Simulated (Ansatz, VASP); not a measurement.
# One calculation of TiO2, two programs

The input POSCAR:

```
TiO2
1.0
    4.5941000000      0.0000000000      0.0000000000
    0.0000000000      4.5941000000      0.0000000000
    0.0000000000      0.0000000000      2.9589000000
Ti O
2 4
Direct
    0.0000000000      0.0000000000      0.0000000000
    0.5000000000      0.5000000000      0.5000000000
    0.3057000000      0.3057000000      0.0000000000
    0.1943000000      0.8057000000      0.5000000000
    0.6943000000      0.6943000000      0.0000000000
    0.8057000000      0.1943000000      0.5000000000
```

File INCAR.step1:

```
SYSTEM = TiO2
  PREC = Accurate
  ENCUT = 520
  ISMEAR = -1
  SIGMA = 0.03
  LREAL = .FALSE.
  LASPH = .TRUE.
  NELM = 150
  ISPIN = 2
  MAGMOM = 1 -1 0 0 0 0
  LMAXMIX = 4
  NBANDS = 37
  GGA = PE
  ALGO = Normal
  EDIFF = 1E-4
  LWAVE = .TRUE.
  LCHARG = .FALSE.
```

File INCAR.step2:

```
SYSTEM = TiO2
  PREC = Accurate
  ENCUT = 520
  EDIFF = 1E-6
  ISMEAR = -1
  SIGMA = 0.03
  LREAL = .FALSE.
  LASPH = .TRUE.
  NELM = 150
  ALGO = Normal
  ISIF = 2
  LWAVE = .FALSE.
  LCHARG = .TRUE.
  ISPIN = 2
  MAGMOM = 1 -1 0 0 0 0
  LORBIT = 11
  LMAXMIX = 4
  METAGGA = R2SCAN
  LMIXTAU = .TRUE.
  LELF = .TRUE.
  LVHAR = .TRUE.
  NBANDS = 37
  ISTART = 1
```

KPOINTS

```
regular mesh
0
G
  3 3 4
  0 0 0
```

Input for Ansatz:

```yaml
crystal:
  lattice:
    - [4.5941, 0.0, 0.0]
    - [0.0, 4.5941, 0.0]
    - [0.0, 0.0, 2.9589]
  atoms:
    - { symbol: Ti, position: [0.0, 0.0, 0.0], spin: 1.0 }
    - { symbol: Ti, position: [0.5, 0.5, 0.5], spin: -1.0 }
    - { symbol: O, position: [0.3057, 0.3057, 0.0] }
    - { symbol: O, position: [0.1943, 0.8057, 0.5] }
    - { symbol: O, position: [0.6943, 0.6943, 0.0] }
    - { symbol: O, position: [0.8057, 0.1943, 0.5] }
magnetization:
  spin_polarized: true
hamiltonian:
  xc: r2scan
  pseudopotentials: { kind: paw }
basis:
  ecutwfc: 500
kpoints:
  mp_grid: { grid: [3, 3, 4] }
scf:
  occupations: { method: fermi_dirac, width: 0.03 }
  lower_state_search: "off"
  max_iter: 60
output:
  forces: true
  stress: true
```

Alike in both runs: task single point; functional r2SCAN; k mesh 3 × 3 × 4; occupations fermi-dirac, width 0.03 eV; collinear spin.

```csv
,VASP,Ansatz
version,VASP 6.6.1,Ansatz 0.2.0
potentials or method,"VASP PAW PBE potentials, release 64 (Ti_sv, O), cutoff 520 eV","PAW, plane waves, scalar-relativistic"
valence electrons in the cell,48,48
```

Ansatz gave:

* pressure (GPa): 0.2
* traceless stress, the component that is largest in VASP (GPa): -0.16
* rms of the force components (eV/Å): 0.071
* net moment per atom (μB): 0.00

Q: Estimate VASP's values.

A: Pressure (GPa): 1.4; traceless stress, the component that is largest in VASP (GPa): 0.33; rms of the force components (eV/Å): 0.088; net moment per atom (μB): 0.00.

VASP's potentials were made for PBE, not for r2SCAN. Atom by atom the forces differ by 0.017 eV/Å (rms over components). With one functional, cell and mesh, what is left measures potentials, basis and numerics. Ansatz's warnings: seeded moment not kept, stability check not made.

The k mesh is coarse, so the values compare programs but aren't converged.
